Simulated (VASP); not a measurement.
Input of a VASP 6.6.1 run:

POSCAR

```
Si
1.0
    3.9845701589      0.0000000000      0.0000000000
   -1.9922850795      3.4507389808      0.0000000000
    0.0000000000      0.0000000000      6.0793171202
Si
4
Direct
    0.3333333333      0.6666666667      0.0630095000
    0.6666666667      0.3333333333      0.5630095000
    0.3333333333      0.6666666667      0.4369905000
    0.6666666667      0.3333333333      0.9369905000
```

INCAR.step1

```
  ALGO = Normal
  EDIFF = 1E-4
  ENCUT = 520
  GGA = PE
  ISMEAR = 0
  LASPH = True
  LCHARG = False
  LREAL = False
  LWAVE = True
  NBANDS = 16
  NELM = 100
  PREC = Accurate
  SIGMA = 0.05
```

Contents of INCAR.step2:

```
  ALGO = Normal
  EDIFF = 1E-7
  ENCUT = 520
  ISIF = 2
  ISMEAR = 0
  ISTART = 1
  LASPH = True
  LCHARG = True
  LELF = True
  LMIXTAU = True
  LREAL = False
  LVHAR = True
  LWAVE = False
  METAGGA = R2SCAN
  NBANDS = 16
  NELM = 100
  PREC = Accurate
  SIGMA = 0.05
```

Contents of KPOINTS:

```
k-points
0
Gamma
  12 12 6
```

Potentials or basis: VASP PAW PBE potentials, release 64 (Si).

The run is started by

```console
$ cat potpaw_PBE.64/Si/POTCAR > POTCAR
$ cp INCAR.step1 INCAR
$ mpirun -np 1 vasp_std > vasp.out
$ cp INCAR.step2 INCAR
$ mpirun -np 1 vasp_std > vasp.out
```

Problem. Estimate the pressure.

Solution. -2.5 GPa.

Problem. Estimate the largest force.

Solution. 0.935 eV/Å.

Problem. What does it give for the band gap on the k mesh?

Solution. 0.27 eV (least direct gap 0.32 eV).

Stress tensor (GPa, compression positive):
```
-8.85  0.00  0.00
 0.00 -8.85  0.00
 0.00  0.00 10.34
```

Caveat: the cell differs from its parent crystal (strain +0.040 along x and y, -0.040 along z); the PAW data sets were made with another functional, which shifts forces and pressure a little. A k mesh can miss the band edges.
